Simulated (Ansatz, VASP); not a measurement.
## One calculation of FeO, two programs

```xyz
2
Lattice="0.0000 2.1554 2.1554 2.1554 0.0000 2.1554 2.1554 2.1554 0.0000" Properties=species:S:1:pos:R:3 pbc="T T T"
Fe    0.0000    0.0000    0.0000
O     2.1554    2.1554    2.1554
```

Alike in both runs: task single point; functional PBEsol; k mesh 8 × 8 × 8; occupations gaussian, width 0.05 eV; collinear spin; Hubbard terms Fe d U = 5.0 eV.

|  | VASP | Ansatz |
| --- | --- | --- |
| version | VASP 6.6.1 | Ansatz 0.2.0 |
| potentials or method | VASP PAW PBE potentials, release 64 (Fe, O), cutoff 520 eV | scalar-relativistic, plane waves, PAW |
| valence electrons in the cell | 14 | 22 |

VASP gave:

| Quantity | Value |
| --- | --- |
| pressure (GPa) | -8.8 |
| traceless stress, the component that is largest in VASP (GPa) | 0.00 |
| net moment per atom (μB) | 2.00 |
| size of the moment on the site where the two differ most (μB) | 3.86 |

**Question.** Estimate Ansatz's values.

**Answer.** Pressure (GPa): 7.8; traceless stress, the component that is largest in VASP (GPa): 4.47; net moment per atom (μB): 2.00; size of the moment on the site where the two differ most (μB): 3.47.

VASP's potentials were made for PBE, not for PBEsol. Site moments also hang on the region over which each program counts them. The programs project onto different local orbitals, so the same U acts differently, and such runs can settle in different states. VASP's potentials hold 14 valence electrons a cell and Ansatz's 22, so a difference there can come from the potentials and not from the codes. Ansatz's warnings: symmetry narrowed by occupation matrices.
